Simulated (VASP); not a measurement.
# HgTe (Fm-3m) in VASP: further runs, part 2 of 2

VASP 6.6.1. Earlier steps stand in the parts before.

## 3. Electric field gradients, PBEsol (volume scaled by 0.96)

INCAR

```
SYSTEM = HgTe
ALGO = Normal
EDIFF = 1E-8
ENCUT = 520
GGA = PS
ISIF = 2
ISMEAR = -1
LASPH = .True.
LCHARG = .False.
LEFG = .True.
LREAL = .False.
LWAVE = .False.
NBANDS = 16
NELM = 60
PREC = Accurate
SIGMA = 0.08
```

KPOINTS

```
k-points
0
Gamma
  12 12 12
  0 0 0
```

POSCAR

```
HgTe
1.0
    0.0000000000      2.8820154301      2.8820154301
    2.8820154301      0.0000000000      2.8820154301
    2.8820154301      2.8820154301      0.0000000000
Hg Te
1 1
Direct
    0.0000000000      0.0000000000      0.0000000000
    0.5000000000      0.5000000000      0.5000000000
```

Potentials or basis: VASP PAW PBE potentials, release 64 (Hg, Te).

Command:

```bash
$ cat potpaw_PBE.64/Hg/POTCAR potpaw_PBE.64/Te/POTCAR > POTCAR
$ mpirun -np 1 vasp_std > vasp.out
```

OUTCAR:

```text
SYSTEM = HgTe
   EDIFF = 1E-8
   ENCUT = 520
   GGA = PS
   ISIF = 2
   ISMEAR = -1
   LASPH = .True.
   LREAL = .False.
   NELM = 60
   PREC = Accurate

 ion  position               nearest neighbor table
   1  0.000  0.000  0.000-   2 2.88   2 2.88   2 2.88   2 2.88   2 2.88   2 2.88
   2  0.500  0.500  0.500-   1 2.88   1 2.88   1 2.88   1 2.88   1 2.88   1 2.88

  LATTYP: Found a face centered cubic cell.
 ALAT       =     5.7640308602

  Lattice vectors:

 A1 = (   0.0000000000,   2.8820154301,   2.8820154301)
 A2 = (   2.8820154301,   0.0000000000,   2.8820154301)
 A3 = (   2.8820154301,   2.8820154301,   0.0000000000)

Analysis of symmetry for initial positions (statically):
=====================================================================
 Subroutine PRICEL returns:
 Original cell was already a primitive cell.

 Routine SETGRP: Setting up the symmetry group for a
 face centered cubic supercell.

[... 644 lines left out ...]
      direct lattice vectors                 reciprocal lattice vectors
     0.000000000  2.882015430  2.882015430    -0.173489703  0.173489703  0.173489703
     2.882015430  0.000000000  2.882015430     0.173489703 -0.173489703  0.173489703
     2.882015430  2.882015430  0.000000000     0.173489703  0.173489703 -0.173489703

 POSITION                                       TOTAL-FORCE (eV/Angst)
 -----------------------------------------------------------------------------------
      0.00000      0.00000      0.00000        -0.000000     -0.000000     -0.000000
      2.88202      2.88202      2.88202         0.000000      0.000000      0.000000
 -----------------------------------------------------------------------------------
    total drift:                               -0.000000      0.000000      0.000000

  FREE ENERGIE OF THE ION-ELECTRON SYSTEM (eV)
  ---------------------------------------------------
  free  energy   TOTEN  =        -4.0270429668 eV

  energy  without entropy=       -4.0036432542  energy(sigma->0) =       -4.01534311

 Electric field gradients (V/A^2)
---------------------------------------------------------------------
 ion       V_xx      V_yy      V_zz      V_xy      V_xz      V_yz
---------------------------------------------------------------------
   1       0.000    -0.000     0.000    -0.000    -0.000    -0.000
   2      -0.000     0.000     0.000     0.000     0.000     0.000
---------------------------------------------------------------------

 Electric field gradients after diagonalization (V/A^2)
 (convention: |V_zz| > |V_xx| > |V_yy|)
----------------------------------------------------------------------
 ion       V_xx      V_yy      V_zz     asymmetry (V_yy - V_xx)/ V_zz
----------------------------------------------------------------------
   1       0.000     0.000    -0.001       0.000
   2      -0.000    -0.000     0.000       0.000
----------------------------------------------------------------------

           NMR quadrupolar parameters

 Cq : quadrupolar parameter    Cq=e*Q*V_zz/h
 eta: asymmetry parameters     (V_yy - V_xx)/ V_zz
 Q  : nuclear electric quadrupole moment in mb (millibarn)
----------------------------------------------------------------------
 ion       Cq(MHz)       eta       Q (mb)
----------------------------------------------------------------------
   1      -0.000       0.000       1.000
   2       0.000       0.000       1.000
----------------------------------------------------------------------
```

stdout:

```text
POSCAR found type information on POSCAR HgTe
 POSCAR found :  2 types and       2 ions
 scaLAPACK will be used
 -----------------------------------------------------------------------------
|                                                                             |
|                                                                             |
|     You enforced a specific xc type in the INCAR file but a different       |
|     I HOPE YOU KNOW WHAT YOU ARE DOING!                                     |
|                                                                             |
 -----------------------------------------------------------------------------

 LDA part: xc-table for (Slater+PW92), standard interpolation
 POSCAR, INCAR and KPOINTS ok, starting setup
 FFT: planning ... GRIDC
 FFT: planning ... GRID_SOFT
 FFT: planning ... GRID
 WAVECAR not read
 entering main loop
ion   1

ion   2
```

It took 21 s on 1 thread of Intel Xeon 6975P-C (Granite Rapids), shared host; peak memory 0.2 GiB.

Results:

```yaml
Free_energy: -4.0270 eV
Pressure: 10.5 GPa
Band_gap_on_the_k_mesh: zero (band 9 reaches 6.81 eV, above the bottom of band 10 at 3.30 eV)
```

Levels at points of the mesh, in eV from the Fermi level:
| k point | band 6 | band 7 | band 8 | band 9 | band 10 | band 11 | band 12 | band 13 |
| --- | --- | --- | --- | --- | --- | --- | --- | --- |
| (0.00, 0.00, 0.00) | -7.34 | -0.95 | -0.95 | -0.95 | -0.16 | 7.63 | 7.74 | 7.74 |
| (0.50, 0.00, 0.00) | -7.07 | -6.22 | 0.52 | 0.52 | 2.35 | 3.66 | 3.66 | 4.56 |
| (0.50, 0.50, 0.00) | -6.02 | -5.52 | -3.00 | -3.00 | -3.00 | 4.54 | 10.12 | 10.12 |

Caveat: without QUAD_EFG the Cq values of the log hold for a quadrupole moment of 1 mb, not for the nuclei; the PAW data sets were made with another functional, which shifts forces and pressure a little; spin-orbit coupling is left out, which moves the levels of the heavy elements.
